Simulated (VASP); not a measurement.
Write the native input for VASP 6.6.1 that does the following.

- Task: single point
- Functional: LDA
- Potentials or basis: VASP PAW LDA potentials, release 64 (Mo_sv, Pd)
- Cutoff: 520 eV
- k mesh: 8 × 8 × 5
- Occupations: fermi-dirac, width 0.1 eV
- Spin: no spin polarisation
- Dipole correction: no
- Further INCAR settings: ALGO = Normal; EDIFF = 1e-06; NBANDS = 19

The structure of MoPd lies in POSCAR:

```
MoPd
1.0
    2.7331387321      0.0000000000      0.0000000000
   -1.3665693660      2.3669675741      0.0000000000
    0.0000000000      0.0000000000      4.4670687260
Mo Pd
1 1
Direct
    0.6666666667      0.3333333333      0.5000000000
    0.3333333333      0.6666666667      0.0000000000
```

The input as run:

INCAR

```
  PREC = Accurate
  ENCUT = 520
  EDIFF = 1E-6
  ISMEAR = -1
  SIGMA = 0.1
  LREAL = False
  LASPH = True
  NELM = 80
  ALGO = Normal
  ISIF = 2
  LWAVE = False
  LCHARG = False
  NBANDS = 19
```

KPOINTS

```
regular mesh
0
Gamma
  8 8 5
```

Potentials or basis: VASP PAW LDA potentials, release 64 (Mo_sv, Pd).

Launch:

```bash
$ cat potpaw_LDA.64/Mo_sv/POTCAR potpaw_LDA.64/Pd/POTCAR > POTCAR
$ mpirun -np 1 vasp_std > vasp.out
```

It gave:

| Property | Result |
| --- | --- |
| Pressure | 0.8 GPa |
| Band gap on the k mesh | zero (bands 12 and 13 overlap by 2.11 eV) |

It took 21 s on 1 thread of Intel Xeon 8259CL, on a shared host, peak memory 0.14 GiB.
